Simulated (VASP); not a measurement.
# MoS2 (R3m) in VASP: a series of runs, part 2 of 3

VASP 6.6.1. The steps go on from the part before.

**3. Electric field gradients, PBEsol**

INCAR reads:

```
SYSTEM = MoS2
PREC     = Accurate       ! precision mode
ENCUT    = 520            ! plane-wave cutoff, eV
EDIFF    = 1E-8           ! SCF threshold, eV
ISMEAR   = -1             ! smearing method
SIGMA    = 0.05           ! smearing width, eV
LREAL    = .FALSE.        ! projectors in reciprocal space
LASPH    = .TRUE.         ! aspherical terms in the spheres
NELM     = 100            ! most SCF steps
ALGO     = Normal         ! electronic algorithm
ISIF     = 2              ! what is computed and relaxed
LWAVE    = .FALSE.        ! write WAVECAR
LCHARG   = .FALSE.        ! write CHGCAR
GGA      = PS             ! functional
LEFG     = .TRUE.       
NBANDS   = 20             ! bands
```

KPOINTS reads:

```
Automatic mesh
0
G
  13 13 13
  0 0 0
```

POSCAR reads:

```
MoS2
1.0
    1.5815003568      0.9130796567      6.1233300000
   -1.5815003568      0.9130796567      6.1233300000
    0.0000000000     -1.8261593134      6.1233300000
Mo S
1 2
Direct
    0.0000000000      0.0000000000      0.0000000000
    0.7484000000      0.7484000000      0.7484000000
    0.5849000000      0.5849000000      0.5849000000
```

Potentials or basis: VASP PAW PBE potentials, release 64 (Mo_sv, S).

Command:

```sh
$ cat potpaw_PBE.64/Mo_sv/POTCAR potpaw_PBE.64/S/POTCAR > POTCAR
$ mpirun -np 1 vasp_std > vasp.out
```

OUTCAR:

```text
SYSTEM = MoS2
   PREC = Accurate
   ENCUT = 520
   EDIFF = 1E-8
   ISMEAR = -1
   LREAL = .FALSE.
   LASPH = .TRUE.
   NELM = 100
   ISIF = 2
   GGA = PS

 ion  position               nearest neighbor table
   1  0.000  0.000  0.000-   2 2.36   2 2.36   2 2.36   3 2.36   3 2.36   3 2.36
   2  0.748  0.748  0.748-   1 2.36   1 2.36   1 2.36
   3  0.585  0.585  0.585-   1 2.36   1 2.36   1 2.36

  LATTYP: Found a trigonal (rhomboedric) cell.
 ALAT       =     6.3898378796
 COS(alpha) =     0.8774851014

  Lattice vectors:

 A1 = (   1.5815003568,   0.9130796567,   6.1233300000)
 A2 = (  -1.5815003568,   0.9130796567,   6.1233300000)
 A3 = (   0.0000000000,  -1.8261593134,   6.1233300000)

Analysis of symmetry for initial positions (statically):
=====================================================================
 Subroutine PRICEL returns:
 Original cell was already a primitive cell.

 Routine SETGRP: Setting up the symmetry group for a
 trigonal (rhombohedral) supercell.

 Subroutine GETGRP returns: Found  6 space group operations
 (whereof  6 operations were pure point group operations)
 out of a pool of 12 trial point group operations.

The static configuration has the point symmetry C_3v.

Analysis of symmetry for dynamics (positions and initial velocities):
=====================================================================
 Subroutine PRICEL returns:
 Original cell was already a primitive cell.

 Routine SETGRP: Setting up the symmetry group for a
 trigonal (rhombohedral) supercell.

 Subroutine GETGRP returns: Found  6 space group operations
 (whereof  6 operations were pure point group operations)
 out of a pool of 12 trial point group operations.

The dynamic configuration has the point symmetry C_3v.

 Subroutine INISYM returns: Found  6 space group operations
 (whereof  6 operations are pure point group operations),
 and found     1 'primitive' translations

----------------------------------------------------------------------------------------

                                     Primitive cell

  volume of cell :      53.0538

  direct lattice vectors                    reciprocal lattice vectors
     1.581500357  0.913079657  6.123330000     0.316155477  0.182532450  0.054436611
    -1.581500357  0.913079657  6.123330000    -0.316155477  0.182532450  0.054436611
     0.000000000 -1.826159313  6.123330000     0.000000000 -0.365064900  0.054436611

  length of vectors
     6.389837880  6.389837880  6.389837880     0.369101240  0.369101240  0.369101240

  position of ions in fractional coordinates (direct lattice)
     0.000000000  0.000000000  0.000000000
     0.748400000  0.748400000  0.748400000
     0.584900000  0.584900000  0.584900000

  ion indices of the primitive-cell ions
   primitive index   ion index
                 1           1
                 2           2
                 3           3

----------------------------------------------------------------------------------------

 KPOINTS: Automatic mesh

[... 72 lines left out ...]
   NFREE  =      0    steps in history (QN), initial steepest desc. (CG)
   ISIF   =      2    stress and relaxation
   ISYM   =      2    0-nonsym 1-usesym 2-fastsym
   POTIM  = 0.5000    time-step for ionic-motion
   TEBEG  =    0.0;   TEEND  =   0.0 temperature during run
   PSTRESS=    0.0 pullay stress
   NELECT =      26.0000    total number of electrons
   NUPDOWN=      -1.0000    fix difference up-down
   EMIN   =  10.00;   EMAX   =-10.00  energy-range for DOS
   EFERMI =   0.00;   METHOD = LEGACY
   ISMEAR =    -1;   SIGMA  =   0.05  broadening in eV -4-tet -1-fermi 0-gaus
   EFERMI_NEDOS =   21; number of points for ismear=-14 and -15
   IALGO  =     38    algorithm
   IMIX   =      4    mixing-type and parameters
     AMIX     =   0.40;   BMIX     =  1.00
     AMIX_MAG =   1.60;   BMIX_MAG =  1.00
  volume/ion in A,a.u.               =      17.68       119.34
  Fermi-wavevector in a.u.,A,eV,Ry     =   1.290705  2.439079 22.666209  1.665919
  Thomas-Fermi vector in A             =   2.422520
   LORBIT       =      0    0 simple, 1 ext, 2 COOP (PROOUT), +10 PAW based schemes
   GGA     = PS    functional components
   LHFCALC =     F    Hartree Fock is set to
   AEXX    =    0.0000 exact exchange contribution
   IVDW    =     0    specifies the selected vdW correction
   LEPSILON=     F    determine dielectric tensor
   LRPA    =     F    only Hartree local field effects (RPA)
 non-spin polarized calculation
  energy-cutoff  :      520.00
  volume of cell :       53.05
 maximum number of plane-waves:      1443
   NGX = 23   NGY = 23   NGZ = 23

 number of electron      26.0000001 magnetization

 Free energy of the ion-electron system (eV)
  ---------------------------------------------------
  ext. energy  EPLUGINS =         0.00000000
  ---------------------------------------------------
  free energy    TOTEN  =       -23.39716859 eV

  energy without entropy =      -23.39716171  energy(sigma->0) =      -23.39716515

 E-fermi :   8.0318     XC(G=0): -10.9752

 val. band max:        7.7350383530   @ k =   0.4615   0.4615   0.4615
 cond. band min:       8.4781349118   @ k =  -0.3077   0.3077   0.0000
 fundamental gap:      0.7430965588
 Fermi energy:         8.0318269155

 k-point     1 :       0.0000    0.0000    0.0000
  band No.  band energies     occupation
      1     -53.8613      2.00000
      2     -28.0753      2.00000
      3     -27.8513      2.00000
      4     -27.8513      2.00000
      5      -7.6233      2.00000
      6      -5.7611      2.00000
[... 541 lines left out ...]
     19      15.5434      0.00000
     20      16.1242      0.00000

 [... further k-points ...]
[... 5 lines left out ...]
  --------------------------------------------------------------------------------------
  -------------------------------------------------------------------------------------
  Total        0.5498194      0.5498194      3.0800131      0.0000000      0.0000000     -0.0000000
  in kB       16.6040394     16.6040394     93.0135592      0.0000000      0.0000000     -0.0000000
  external PRESSURE =      42.0738794 kB  Pullay stress =       0.0000000 kB

 VOLUME and BASIS-vectors are now :
 -----------------------------------------------------------------------------
  energy-cutoff  :      520.00
  volume of cell :       53.05
      direct lattice vectors                 reciprocal lattice vectors
     1.581500357  0.913079657  6.123330000     0.316155477  0.182532450  0.054436611
    -1.581500357  0.913079657  6.123330000    -0.316155477  0.182532450  0.054436611
     0.000000000 -1.826159313  6.123330000     0.000000000 -0.365064900  0.054436611

 POSITION                                       TOTAL-FORCE (eV/Angst)
 -----------------------------------------------------------------------------------
      0.00000      0.00000      0.00000         0.000000     -0.000000     -0.003417
      0.00000      0.00000     13.74810         0.000000     -0.000000      1.011751
      0.00000      0.00000     10.74461         0.000000      0.000000     -1.008334
 -----------------------------------------------------------------------------------
    total drift:                                0.000000      0.000000     -0.000006

  FREE ENERGIE OF THE ION-ELECTRON SYSTEM (eV)
  ---------------------------------------------------
  free  energy   TOTEN  =       -23.3971685921 eV

  energy  without entropy=      -23.3971617085  energy(sigma->0) =      -23.39716515

 Electric field gradients (V/A^2)
---------------------------------------------------------------------
 ion       V_xx      V_yy      V_zz      V_xy      V_xz      V_yz
---------------------------------------------------------------------
   1      46.783    46.783   -93.566     0.000     0.000    -0.000
   2      31.531    31.531   -63.063     0.000    -0.000    -0.000
   3      30.833    30.833   -61.665     0.000     0.000     0.000
---------------------------------------------------------------------

 Electric field gradients after diagonalization (V/A^2)
 (convention: |V_zz| > |V_xx| > |V_yy|)
----------------------------------------------------------------------
 ion       V_xx      V_yy      V_zz     asymmetry (V_yy - V_xx)/ V_zz
----------------------------------------------------------------------
   1      46.783    46.783   -93.566       0.000
   2      31.531    31.531   -63.063       0.000
   3      30.833    30.833   -61.665       0.000
----------------------------------------------------------------------

           NMR quadrupolar parameters

 Cq : quadrupolar parameter    Cq=e*Q*V_zz/h
 eta: asymmetry parameters     (V_yy - V_xx)/ V_zz
 Q  : nuclear electric quadrupole moment in mb (millibarn)
----------------------------------------------------------------------
 ion       Cq(MHz)       eta       Q (mb)
----------------------------------------------------------------------
   1      -0.226       0.000       1.000
   2      -0.152       0.000       1.000
   3      -0.149       0.000       1.000
----------------------------------------------------------------------
```

Run time: 17 min. Hardware: 1 thread of AMD EPYC 7R43 (Zen 3), shared host; peak memory 0.42 GiB.

What came out:

| Property | Result |
| --- | --- |
| Free energy | -23.3972 eV |
| Pressure | 4.2 GPa |
| Largest force | 1.012 eV/Å |
| Band gap on the k mesh | 0.74 eV, indirect (least direct gap 1.82 eV) |

Forces on the atoms (eV/Å):
```
Mo   0.000  0.000 -0.003
S    0.000  0.000  1.012
S    0.000  0.000 -1.008
```

Electric field gradients, principal values (V/Å²):
| atom | least | middle | greatest (by size) |
| --- | --- | --- | --- |
| 1 Mo | 46.783 | 46.783 | -93.566 |
| 2 S | 31.531 | 31.531 | -63.063 |
| 3 S | 30.833 | 30.833 | -61.665 |

Caveat: without QUAD_EFG the Cq values of the log hold for a quadrupole moment of 1 mb, not for the nuclei; the PAW data sets were made with another functional, which shifts forces and pressure a little. PBEsol gaps usually lie below the measured ones, often by a third to a half.

**4. Density of states, PBEsol**

POSCAR is that of step 3.

INCAR.step1 reads:

```
SYSTEM = MoS2
PREC = Accurate ; ENCUT = 520
EDIFF = 1E-7 ; ISMEAR = -1
SIGMA = 0.05 ; LREAL = .FALSE.
LASPH = .TRUE. ; NELM = 80
ALGO = Normal ; ISIF = 2
LWAVE = .FALSE. ; LCHARG = .TRUE.
LMAXMIX = 4 ; GGA = PS
NBANDS = 20
```

KPOINTS.step1 reads:

```
regular mesh
0
G
  13 13 13
  0 0 0
```

INCAR.step2 reads:

```
SYSTEM = MoS2
PREC = Accurate ; ENCUT = 520
EDIFF = 1E-7 ; ISMEAR = -5
SIGMA = 0.05 ; LREAL = .FALSE.
LASPH = .TRUE. ; NELM = 80
ALGO = Normal ; ISIF = 2
LWAVE = .FALSE. ; LCHARG = .FALSE.
LMAXMIX = 4 ; GGA = PS
LORBIT = 11 ; NBANDS = 20
NEDOS = 2001 ; ICHARG = 11
```

KPOINTS.step2 reads:

```
regular mesh
0
G
  20 20 20
  0 0 0
```

Potentials or basis: VASP PAW PBE potentials, release 64 (Mo_sv, S).

Command:

```sh
$ cat potpaw_PBE.64/Mo_sv/POTCAR potpaw_PBE.64/S/POTCAR > POTCAR
$ cp INCAR.step1 INCAR
$ cp KPOINTS.step1 KPOINTS
$ mpirun -np 1 vasp_std > vasp.out
$ cp INCAR.step2 INCAR
$ cp KPOINTS.step2 KPOINTS
$ mpirun -np 1 vasp_std > vasp.out
```

OUTCAR:

```text
SYSTEM = MoS2
   PREC = Accurate
   ENCUT = 520
   EDIFF = 1E-7
   ISMEAR = -5
   LREAL = .FALSE.
   LASPH = .TRUE.
   NELM = 80
   ISIF = 2
   GGA = PS
   LORBIT = 11
   ICHARG = 11

 ion  position               nearest neighbor table
   1  0.000  0.000  0.000-   2 2.36   2 2.36   2 2.36   3 2.36   3 2.36   3 2.36
   2  0.748  0.748  0.748-   1 2.36   1 2.36   1 2.36
   3  0.585  0.585  0.585-   1 2.36   1 2.36   1 2.36

  LATTYP: Found a trigonal (rhomboedric) cell.
 ALAT       =     6.3898378796
 COS(alpha) =     0.8774851014

  Lattice vectors:

 A1 = (   1.5815003568,   0.9130796567,   6.1233300000)
 A2 = (  -1.5815003568,   0.9130796567,   6.1233300000)
 A3 = (   0.0000000000,  -1.8261593134,   6.1233300000)

Analysis of symmetry for initial positions (statically):
=====================================================================
 Subroutine PRICEL returns:
 Original cell was already a primitive cell.

 Routine SETGRP: Setting up the symmetry group for a
 trigonal (rhombohedral) supercell.

 Subroutine GETGRP returns: Found  6 space group operations
 (whereof  6 operations were pure point group operations)
 out of a pool of 12 trial point group operations.

The static configuration has the point symmetry C_3v.

Analysis of symmetry for dynamics (positions and initial velocities):
=====================================================================
 Subroutine PRICEL returns:
 Original cell was already a primitive cell.

 Routine SETGRP: Setting up the symmetry group for a
 trigonal (rhombohedral) supercell.

 Subroutine GETGRP returns: Found  6 space group operations
 (whereof  6 operations were pure point group operations)
 out of a pool of 12 trial point group operations.

The dynamic configuration has the point symmetry C_3v.

 Subroutine INISYM returns: Found  6 space group operations
 (whereof  6 operations are pure point group operations),
 and found     1 'primitive' translations

[... 117 lines left out ...]
     AMIX     =   0.40;   BMIX     =  1.00
     AMIX_MAG =   1.60;   BMIX_MAG =  1.00
  volume/ion in A,a.u.               =      17.68       119.34
  Fermi-wavevector in a.u.,A,eV,Ry     =   1.290705  2.439079 22.666209  1.665919
  Thomas-Fermi vector in A             =   2.422520
   LORBIT       =     11    0 simple, 1 ext, 2 COOP (PROOUT), +10 PAW based schemes
   GGA     = PS    functional components
   LHFCALC =     F    Hartree Fock is set to
   AEXX    =    0.0000 exact exchange contribution
   IVDW    =     0    specifies the selected vdW correction
   LEPSILON=     F    determine dielectric tensor
   LRPA    =     F    only Hartree local field effects (RPA)
 non-spin polarized calculation
 Fermi weights with tetrahedron method with Bloechl corrections
  energy-cutoff  :      520.00
  volume of cell :       53.05
 maximum number of plane-waves:      1447

 number of electron      26.0000001 magnetization

 Free energy of the ion-electron system (eV)
  ---------------------------------------------------
  ext. energy  EPLUGINS =         0.00000000
  ---------------------------------------------------
  free energy    TOTEN  =       -23.39715832 eV

  energy without entropy =      -23.39715832  energy(sigma->0) =      -23.39715832

 E-fermi :   7.7699     XC(G=0): -10.9752

 val. band max:        7.7418513350   @ k =   0.5000   0.5000   0.5000
 cond. band min:       8.4247404737   @ k =  -0.1500   0.5000   0.1500
 fundamental gap:      0.6828891386
 Fermi energy:         7.7699129745

 k-point     1 :       0.0000    0.0000    0.0000
  band No.  band energies     occupation
      1     -53.8613      2.00000
      2     -28.0753      2.00000
      3     -27.8513      2.00000
      4     -27.8513      2.00000
      5      -7.6233      2.00000
      6      -5.7612      2.00000
[... 541 lines left out ...]
     19      14.8031      0.00000
     20      15.3630      0.00000

 [... further k-points ...]
[... 5 lines left out ...]
  --------------------------------------------------------------------------------------
  -------------------------------------------------------------------------------------
  Total        0.5490316      0.5490316      3.0804647     -0.0000000      0.0000000      0.0000000
  in kB       16.5802496     16.5802496     93.0271982     -0.0000000      0.0000000      0.0000000
  external PRESSURE =      42.0625658 kB  Pullay stress =       0.0000000 kB

 VOLUME and BASIS-vectors are now :
 -----------------------------------------------------------------------------
  energy-cutoff  :      520.00
  volume of cell :       53.05
      direct lattice vectors                 reciprocal lattice vectors
     1.581500357  0.913079657  6.123330000     0.316155477  0.182532450  0.054436611
    -1.581500357  0.913079657  6.123330000    -0.316155477  0.182532450  0.054436611
     0.000000000 -1.826159313  6.123330000     0.000000000 -0.365064900  0.054436611

 POSITION                                       TOTAL-FORCE (eV/Angst)
 -----------------------------------------------------------------------------------
      0.00000      0.00000      0.00000         0.000000      0.000000     -0.003413
      0.00000      0.00000     13.74810         0.000000     -0.000000      1.011868
      0.00000      0.00000     10.74461         0.000000      0.000000     -1.008455
 -----------------------------------------------------------------------------------
    total drift:                                0.000000      0.000000     -0.000007

  FREE ENERGIE OF THE ION-ELECTRON SYSTEM (eV)
  ---------------------------------------------------
  free  energy   TOTEN  =       -23.3971583223 eV

  energy  without entropy=      -23.3971583223  energy(sigma->0) =      -23.39715832

 total charge

# of ion       s       p       d       tot
------------------------------------------
    1        2.309   6.241   4.044  12.594
    2        1.357   2.346   0.000   3.702
    3        1.357   2.345   0.000   3.702
--------------------------------------------------
tot          5.023  10.932   4.044  19.999
```

OSZICAR.step1:

```text
N       E                     dE             d eps       ncg     rms          rms(c)
DAV:   1     0.180130066207E+03    0.18013E+03   -0.13433E+04  9256   0.123E+03
DAV:   2    -0.174726867950E+02   -0.19760E+03   -0.19226E+03 11248   0.315E+02
DAV:   3    -0.247409011835E+02   -0.72682E+01   -0.71993E+01 11436   0.567E+01
DAV:   4    -0.248238026514E+02   -0.82901E-01   -0.82860E-01 11288   0.644E+00
DAV:   5    -0.248250466473E+02   -0.12440E-02   -0.12439E-02 11732   0.765E-01    0.278E+01
DAV:   6    -0.237000115327E+02    0.11250E+01   -0.89440E+00  9872   0.188E+01    0.925E+00
DAV:   7    -0.234966807880E+02    0.20333E+00   -0.29782E+00  9484   0.103E+01    0.644E+00
DAV:   8    -0.233980443998E+02    0.98636E-01   -0.47453E-01 10456   0.432E+00    0.168E+00
DAV:   9    -0.233980771268E+02   -0.32727E-04   -0.17841E-02 11068   0.833E-01    0.606E-01
DAV:  10    -0.233971552254E+02    0.92190E-03   -0.61791E-03 10408   0.534E-01    0.996E-02
DAV:  11    -0.233971833893E+02   -0.28164E-04   -0.60463E-04 10760   0.172E-01    0.900E-02
DAV:  12    -0.233971601908E+02    0.23199E-04   -0.82337E-05 11068   0.551E-02    0.206E-02
DAV:  13    -0.233971685663E+02   -0.83756E-05   -0.10323E-05  9984   0.189E-02    0.314E-03
DAV:  14    -0.233971685688E+02   -0.24716E-08   -0.87292E-07 11856   0.543E-03
   1 F= -.23397169E+02 E0= -.23397165E+02  d E =-.688246E-05
```

It took 37 min on 1 thread of AMD EPYC 7R43 (Zen 3), shared host; peak memory 0.85 GiB.

What came out:

| Property | Result |
| --- | --- |
| Valence electrons inside the program's atomic spheres | Mo 12.59; S 3.70 |

Levels at points of the mesh, in eV from the valence-band top:
```tsv
k point	band 9	band 10	band 11	band 12	band 13	band 14	band 15	band 16	band 17	band 18
(0.00, 0.00, 0.00)	-3.87	-2.66	-2.66	-1.32	-1.20	1.90	1.90	2.43	2.43	5.19
(0.50, 0.00, 0.00)	-5.32	-4.39	-2.40	-1.94	-1.66	1.39	1.88	3.38	3.55	5.08
(0.50, 0.50, 0.00)	-5.04	-4.32	-2.96	-2.10	-1.50	1.34	1.98	2.93	3.95	5.83
(0.50, 0.50, 0.50)	-3.88	-3.53	-2.63	-2.63	0.00	1.98	1.98	2.31	2.31	5.24
```

Caveat: the PAW data sets were made with another functional, which shifts forces and pressure a little.

[end of part 2 of 3]
